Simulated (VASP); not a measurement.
# Sc (P6_3/mmc) in VASP: a series of runs

Aim: see how the results for Sc move with the level of theory and the settings. Levels: PBE+D4, PBE, PBE+D3(BJ). Tasks: single point, relaxation of cell and atoms.

Everything below comes from runs of VASP 6.6.1. Logs are shortened: lines on timing, memory, paths and dates and some standing lists are left out, and cuts for length are marked.

### Step 1. The cell of the first run

The structure is hexagonal, space group P6_3/mmc (No. 194). Conventional cell: a = 3.285 Å, b = 3.285 Å, c = 5.115 Å, α = 90.00°, β = 90.00°, γ = 120.00°. Within 4.2 Å of Sc (site symmetry -6m2) lie 12 Sc at 3.18 to 3.29 Å.

### Step 2. Single point, PBE+D4

Contents of INCAR:

```
SYSTEM = Sc
  ALGO = Normal
  EDIFF = 1E-7
  ENCUT = 520
  GGA = PE
  ISIF = 2
  ISMEAR = -1
  IVDW = 13
  LASPH = .True.
  LCHARG = .False.
  LREAL = .False.
  LWAVE = .False.
  NBANDS = 18
  NELM = 80
  PREC = Accurate
  SIGMA = 0.05
```

Contents of KPOINTS:

```
k-points
0
Gamma
  9 9 5
  0 0 0
```

Contents of POSCAR:

```
Sc
1.0
    3.2853726648      0.0000000000      0.0000000000
   -1.6426863324      2.8452161886      0.0000000000
    0.0000000000      0.0000000000      5.1154861760
Sc
2
Direct
    0.6666666667      0.3333333333      0.7500000000
    0.3333333333      0.6666666667      0.2500000000
```

Potentials or basis: VASP PAW PBE potentials, release 64 (Sc_sv).

The run is started by

```
cat potpaw_PBE.64/Sc_sv/POTCAR > POTCAR
mpirun -np 1 vasp_std > vasp.out
```

OUTCAR:

```text
SYSTEM = Sc
   EDIFF = 1E-7
   ENCUT = 520
   GGA = PE
   ISIF = 2
   ISMEAR = -1
   IVDW = 13
   LASPH = .True.
   LREAL = .False.
   NELM = 80
   PREC = Accurate

 ion  position               nearest neighbor table
   1  0.667  0.333  0.750-   2 3.18   2 3.18   2 3.18   2 3.18   2 3.18   2 3.18
   2  0.333  0.667  0.250-   1 3.18   1 3.18   1 3.18   1 3.18   1 3.18   1 3.18

  LATTYP: Found a hexagonal cell.
 ALAT       =     3.2853726648
 C/A-ratio  =     1.5570489859

  Lattice vectors:

 A1 = (   3.2853726648,   0.0000000000,   0.0000000000)
 A2 = (  -1.6426863324,   2.8452161886,   0.0000000000)
 A3 = (   0.0000000000,   0.0000000000,   5.1154861760)

Analysis of symmetry for initial positions (statically):
=====================================================================
 Subroutine PRICEL returns:
 Original cell was already a primitive cell.

 Routine SETGRP: Setting up the symmetry group for a
 hexagonal supercell.

 Subroutine GETGRP returns: Found 24 space group operations
 (whereof 12 operations were pure point group operations)
 out of a pool of 24 trial point group operations.

The static configuration has the point symmetry D_3d.
 The point group associated with its full space group is D_6h.

Analysis of symmetry for dynamics (positions and initial velocities):
=====================================================================
 Subroutine PRICEL returns:
 Original cell was already a primitive cell.

 Routine SETGRP: Setting up the symmetry group for a
 hexagonal supercell.

 Subroutine GETGRP returns: Found 24 space group operations
 (whereof 12 operations were pure point group operations)
 out of a pool of 24 trial point group operations.

The dynamic configuration has the point symmetry D_3d.
 The point group associated with its full space group is D_6h.

 Subroutine INISYM returns: Found 24 space group operations
 (whereof 12 operations are pure point group operations),
 and found     1 'primitive' translations

----------------------------------------------------------------------------------------

                                     Primitive cell

  volume of cell :      47.8175

  direct lattice vectors                    reciprocal lattice vectors
     3.285372665  0.000000000  0.000000000     0.304379473  0.175733571  0.000000000
    -1.642686332  2.845216189  0.000000000     0.000000000  0.351467141  0.000000000
     0.000000000  0.000000000  5.115486176     0.000000000  0.000000000  0.195484841

  length of vectors
     3.285372665  3.285372665  5.115486176     0.351467141  0.351467141  0.195484841

  position of ions in fractional coordinates (direct lattice)
     0.666666667  0.333333333  0.750000000
     0.333333333  0.666666667  0.250000000

  ion indices of the primitive-cell ions
   primitive index   ion index
                 1           1
                 2           2

----------------------------------------------------------------------------------------

 KPOINTS: k-points

Automatic generation of k-mesh.
 Grid dimensions read from file:
 generate k-points for:    9    9    5

 Generating k-lattice:

  Cartesian coordinates                     Fractional coordinates (reciprocal lattice)
     0.033819941  0.019525952  0.000000000     0.111111111  0.000000000  0.000000000
     0.000000000  0.039051905  0.000000000     0.000000000  0.111111111  0.000000000
     0.000000000  0.000000000  0.039096968     0.000000000  0.000000000  0.200000000

  Length of vectors
     0.039051905  0.039051905  0.039096968

  Shift w.r.t. Gamma in fractional coordinates (k-lattice)
     0.000000000  0.000000000  0.000000000

 Subroutine IBZKPT returns following result:
 ===========================================

 Found     36 irreducible k-points:

 Following reciprocal coordinates:
            Coordinates               Weight
  0.000000  0.000000  0.000000      1.000000
  0.111111  0.000000  0.000000      6.000000
  0.222222  0.000000  0.000000      6.000000
  0.333333  0.000000  0.000000      6.000000
  0.444444  0.000000  0.000000      6.000000
  0.111111  0.111111  0.000000      6.000000
[... 16 lines left out ...]
  0.333333  0.222222  0.200000     24.000000
  0.333333  0.333333  0.200000      4.000000
 [... further k-points ...]
   k-points           NKPTS =     36   k-points in BZ     NKDIM =     36   number of bands    NBANDS=     18
   number of dos      NEDOS =    301   number of ions     NIONS =      2
   total plane-waves  NPLWV =  23040
   dimension x,y,z NGX =    24 NGY =   24 NGZ =   40
   dimension x,y,z NGXF=    48 NGYF=   48 NGZF=   80
   ions per type =               2
   NGX,Y,Z   is equivalent  to a cutoff of  12.14, 12.14, 13.00 a.u.
   NGXF,Y,Z  is equivalent  to a cutoff of  24.29, 24.29, 26.00 a.u.
 SYSTEM =  Sc
   PREC   = accura    normal or accurate (medium, high low for compatibility)
   ISTART =      0    job   : 0-new  1-cont  2-samecut
   ICHARG =      2    charge: 1-file 2-atom 10-const
   ISPIN  =      1    spin polarized calculation?
   LNONCOLLINEAR =      F non collinear calculations
   LSORBIT =      F    spin-orbit coupling
   LASPH  =      T    aspherical Exc in radial PAW
   ENCUT  =  520.0 eV  38.22 Ry    6.18 a.u.   6.11  6.11  9.51*2*pi/ulx,y,z
   NELM   =     80;   NELMIN=  2; NELMDL= -5     # of ELM steps
   EDIFF  = 0.1E-06   stopping-criterion for ELM
   LREAL  =      F    real-space projection
   EDIFFG = 0.1E-05   stopping-criterion for IOM
   NSW    =      0    number of steps for IOM
   IBRION =     -1    ionic relax: 0-MD 1-quasi-New 2-CG
   NFREE  =      0    steps in history (QN), initial steepest desc. (CG)
   ISIF   =      2    stress and relaxation
   ISYM   =      2    0-nonsym 1-usesym 2-fastsym
   POTIM  = 0.5000    time-step for ionic-motion
   TEBEG  =    0.0;   TEEND  =   0.0 temperature during run
   PSTRESS=    0.0 pullay stress
   NELECT =      22.0000    total number of electrons
   NUPDOWN=      -1.0000    fix difference up-down
   EMIN   =  10.00;   EMAX   =-10.00  energy-range for DOS
   EFERMI =   0.00;   METHOD = LEGACY
   ISMEAR =    -1;   SIGMA  =   0.05  broadening in eV -4-tet -1-fermi 0-gaus
   EFERMI_NEDOS =   21; number of points for ismear=-14 and -15
   IALGO  =     38    algorithm
   IMIX   =      4    mixing-type and parameters
     AMIX     =   0.40;   BMIX     =  1.00
     AMIX_MAG =   1.60;   BMIX_MAG =  1.00
  volume/ion in A,a.u.               =      23.91       161.34
  Fermi-wavevector in a.u.,A,eV,Ry     =   1.263825  2.388282 21.731939  1.597252
  Thomas-Fermi vector in A             =   2.397161
   LORBIT       =      0    0 simple, 1 ext, 2 COOP (PROOUT), +10 PAW based schemes
   GGA     = PE    functional components
   LHFCALC =     F    Hartree Fock is set to
   AEXX    =    0.0000 exact exchange contribution
   IVDW    =    13    specifies the selected vdW correction
   LEPSILON=     F    determine dielectric tensor
   LRPA    =     F    only Hartree local field effects (RPA)
 non-spin polarized calculation
  energy-cutoff  :      520.00
  volume of cell :       47.82
 maximum number of plane-waves:      1304
   NGX = 13   NGY = 13   NGZ = 19

 number of electron      22.0000006 magnetization

 Free energy of the ion-electron system (eV)
  ---------------------------------------------------
  ext. energy  EPLUGINS =         0.00000000
  ---------------------------------------------------
  free energy    TOTEN  =       -12.50541951 eV

  energy without entropy =      -12.47096965  energy(sigma->0) =      -12.48819458

 E-fermi :   3.8640     XC(G=0): -10.0000

 val. band max:        3.8439316818   @ k =   0.3333   0.1111   0.4000
 cond. band min:       3.8659254378   @ k =   0.4444   0.1111   0.4000
 fundamental gap:      0.0219937560
 Fermi energy:         3.8640161464

 k-point     1 :       0.0000    0.0000    0.0000
  band No.  band energies     occupation
      1     -45.4812      2.00000
      2     -45.4002      2.00000
      3     -24.3385      2.00000
      4     -23.9582      2.00000
      5     -23.9582      2.00000
      6     -23.8849      2.00000
[... 10 lines left out ...]
     17       6.2357      0.00000
     18       6.2357      0.00000

 k-point     2 :       0.1111    0.0000    0.0000
  band No.  band energies     occupation
      1     -45.4747      2.00000
      2     -45.3982      2.00000
      3     -24.3209      2.00000
      4     -23.9915      2.00000
      5     -23.9697      2.00000
      6     -23.9198      2.00000
[... 10 lines left out ...]
     17       6.0728      0.00000
     18       6.1354      0.00000

 k-point     3 :       0.2222    0.0000    0.0000
  band No.  band energies     occupation
      1     -45.4578      2.00000
      2     -45.3935      2.00000
      3     -24.2723      2.00000
      4     -24.0768      2.00000
      5     -24.0054      2.00000
      6     -23.9976      2.00000
[... 10 lines left out ...]
     17       6.4994      0.00000
     18       6.6220      0.00000

 k-point     4 :       0.3333    0.0000    0.0000
  band No.  band energies     occupation
      1     -45.4365      2.00000
      2     -45.3900      2.00000
      3     -24.2057      2.00000
      4     -24.1753      2.00000
      5     -24.0982      2.00000
      6     -24.0278      2.00000
[... 375 lines left out ...]
      4     -24.1775      2.00000
      5     -24.0709      2.00000
      6     -24.0625      2.00000
[... 10 lines left out ...]
     17       7.4478      0.00000
     18       7.6741      0.00000

 k-point    23 :       0.3333    0.2222    0.2000
  band No.  band energies     occupation
      1     -45.4090      2.00000
      2     -45.3942      2.00000
      3     -24.2295      2.00000
      4     -24.1869      2.00000
      5     -24.1209      2.00000
      6     -24.0401      2.00000
[... 10 lines left out ...]
     17       7.4701      0.00000
     18       7.8926      0.00000

 k-point    24 :       0.3333    0.3333    0.2000
  band No.  band energies     occupation
      1     -45.3995      2.00000
      2     -45.3995      2.00000
      3     -24.1833      2.00000
      4     -24.1799      2.00000
      5     -24.1799      2.00000
      6     -24.0541      2.00000
[... 10 lines left out ...]
     17       7.5983      0.00000
     18       7.5983      0.00000

 [... further k-points ...]

------------------------ aborting loop because EDIFF is reached ----------------------------------------

  DFT-D4 for vdW energy calculation

  Edisp (eV):   -0.54876

  FORCE on cell =-STRESS in cart. coord.  units (eV):
  Direction    XX          YY          ZZ          XY          YZ          ZX
  --------------------------------------------------------------------------------------
  -------------------------------------------------------------------------------------
  Total       0.01057     0.01057     0.00907     0.00000     0.00000     0.00000
  in kB       0.35406     0.35406     0.30374     0.00000     0.00000     0.00000
  external pressure =        0.34 kB  Pullay stress =        0.00 kB

 VOLUME and BASIS-vectors are now :
 -----------------------------------------------------------------------------
  energy-cutoff  :      520.00
  volume of cell :       47.82
      direct lattice vectors                 reciprocal lattice vectors
     3.285372665  0.000000000  0.000000000     0.304379473  0.175733571  0.000000000
    -1.642686332  2.845216189  0.000000000     0.000000000  0.351467141  0.000000000
     0.000000000  0.000000000  5.115486176     0.000000000  0.000000000  0.195484841

 POSITION                                       TOTAL-FORCE (eV/Angst)
 -----------------------------------------------------------------------------------
      1.64269      0.94841      3.83661         0.000000      0.000000      0.000000
     -0.00000      1.89681      1.27887        -0.000000     -0.000000      0.000000
 -----------------------------------------------------------------------------------
    total drift:                               -0.000000      0.000000     -0.000000

  FREE ENERGIE OF THE ION-ELECTRON SYSTEM (eV)
  ---------------------------------------------------
  free  energy   TOTEN  =       -13.0541754842 eV

  energy  without entropy=      -13.0197256233  energy(sigma->0) =      -13.03695055
```

Wall time 26 s (1 thread of AMD EPYC 7R43 (Zen 3), shared host); peak memory 0.14 GiB.

What came out:

```
Free energy                : -13.0542 eV
Pressure                   : 0.0 GPa
Band gap on the k mesh     : zero (band 11 reaches 4.63 eV, above the bottom of band 12 at 3.33 eV)
Dispersion energy per atom : -0.274 eV
```

Caveat: pairwise dispersion overbinds metals, which lowers pressure and volume.

### Step 3. Single point, PBE

This run uses another cell than the first one, of 24.68 Å³/atom, 1.032 times its volume.

Contents of INCAR:

```
ALGO = Normal
EDIFF = 1E-7
ENCUT = 520
GGA = PE
ISIF = 2
ISMEAR = -1
LASPH = True
LCHARG = False
LREAL = False
LWAVE = False
NBANDS = 18
NELM = 60
PREC = Accurate
SIGMA = 0.05
```

Contents of KPOINTS:

```
k-points
0
Gamma
  9 9 5
```

Contents of POSCAR:

```
Sc
1.0
    3.3192844722      0.0000000000      0.0000000000
   -1.6596422361      2.8745846753      0.0000000000
    0.0000000000      0.0000000000      5.1725192169
Sc
2
Direct
    0.6666666667      0.3333333333      0.7500000000
    0.3333333333      0.6666666667      0.2500000000
```

Potentials or basis: VASP PAW PBE potentials, release 64 (Sc_sv).

The run is started by

```
cat potpaw_PBE.64/Sc_sv/POTCAR > POTCAR
mpirun -np 1 vasp_std > vasp.out
```

It took 34 s on 1 thread of AMD EPYC 7R43 (Zen 3), shared host; peak memory 0.15 GiB.

It converged, with:

* Free energy: -12.5146 eV
* Pressure: 0.0 GPa
* Band gap on the k mesh: zero (band 11 reaches 4.42 eV, above the bottom of band 12 at 3.19 eV)

Levels at points of the mesh, in eV from the Fermi level:
```csv
k point,band 7,band 8,band 9,band 10,band 11,band 12,band 13,band 14,band 15,band 16
"(0.00, 0.00, 0.00)",-27.85,-27.82,-5.13,-1.64,0.60,1.59,1.59,1.84,2.03,2.03
```

### Step 4. Single point, PBE+D3(BJ)

This run uses another cell than the first one, of 25.00 Å³/atom, 1.046 times its volume.

Contents of INCAR:

```
PREC = Accurate
ENCUT = 520
EDIFF = 1E-7
ISMEAR = -1
SIGMA = 0.05
LREAL = False
LASPH = True
NELM = 80
ALGO = Fast
ISIF = 2
LWAVE = False
LCHARG = False
GGA = PE
IVDW = 12
NBANDS = 18
```

Contents of KPOINTS:

```
regular mesh
0
Gamma
  9 9 5
```

Contents of POSCAR:

```
Sc
1.0
    3.3090000000      0.0000000000      0.0000000000
   -1.6545000000      2.8656780611      0.0000000000
    0.0000000000      0.0000000000      5.2733000000
Sc
2
Direct
    0.6666666667      0.3333333333      0.7500000000
    0.3333333333      0.6666666667      0.2500000000
```

The run is started by

```
cat potpaw_PBE.64/Sc_sv/POTCAR > POTCAR
mpirun -np 1 vasp_std > vasp.out
```

It took 50 s on 1 thread of AMD EPYC 7R43 (Zen 3), shared host; peak memory 0.16 GiB.

The run converged. Its results:

```
Free energy                : -13.2749 eV
Pressure                   : -3.1 GPa
Band gap on the k mesh     : zero (band 11 reaches 4.27 eV, above the bottom of band 12 at 3.15 eV)
Dispersion energy per atom : -0.382 eV
```

Stress tensor (GPa, compression positive):
```
-2.64  0.00  0.00
 0.00 -2.64  0.00
 0.00  0.00 -4.16
```

Levels at points of the mesh, in eV from the Fermi level:
| k point | band 7 | band 8 | band 9 | band 10 | band 11 | band 12 | band 13 | band 14 | band 15 | band 16 |
| --- | --- | --- | --- | --- | --- | --- | --- | --- | --- | --- |
| (0.00, 0.00, 0.00) | -27.89 | -27.87 | -5.11 | -1.66 | 0.42 | 1.59 | 1.59 | 1.70 | 2.00 | 2.00 |

Caveat: three body term missing; pairwise dispersion overbinds metals, which lowers pressure and volume.

(Continued in part 2 of 2.)
